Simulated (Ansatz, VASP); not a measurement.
One calculation of YSiF3, two programs

```
Y Si F
1.0
     5.54751    0.00000    0.00000
     0.00000    5.54751    0.00000
     0.00000    0.00000    3.92268
Y Si F
2 2 6
Cartesian
  0.0000 2.7738 1.9613
  2.7738 0.0000 1.9613
  2.7738 2.7738 0.0000
  0.0000 0.0000 0.0000
  4.2844 1.5107 0.0000
  4.0369 4.2844 0.0000
  2.7738 2.7738 1.9613
  1.2631 4.0369 0.0000
  1.5107 1.2631 0.0000
  0.0000 0.0000 1.9613
```

Alike in both runs: task single point; functional PBE; k mesh 4 × 4 × 4; occupations gaussian, width 0.1 eV; no spin polarisation.

|  | VASP | Ansatz |
| --- | --- | --- |
| version | VASP 6.6.1 | Ansatz 0.2.0 |
| potentials or method | VASP PAW PBE potentials, release 64 (Y_sv, Si, F), cutoff 520 eV | scalar-relativistic, plane waves, PAW |
| valence electrons in the cell | 72 | 72 |

|  | VASP | Ansatz | Ansatz less VASP |
| --- | --- | --- | --- |
| gap on the k mesh at the Fermi level (eV) | none | none | - |
| rms of the force components (eV/Å) | 0.177 | 0.177 | -0.0003 |

Atom by atom the forces differ by 0.000 eV/Å (rms over components). A gap of «none» marks a metal or a gap that the smearing closes.

The k mesh is coarse, so the values compare programs but aren't converged.
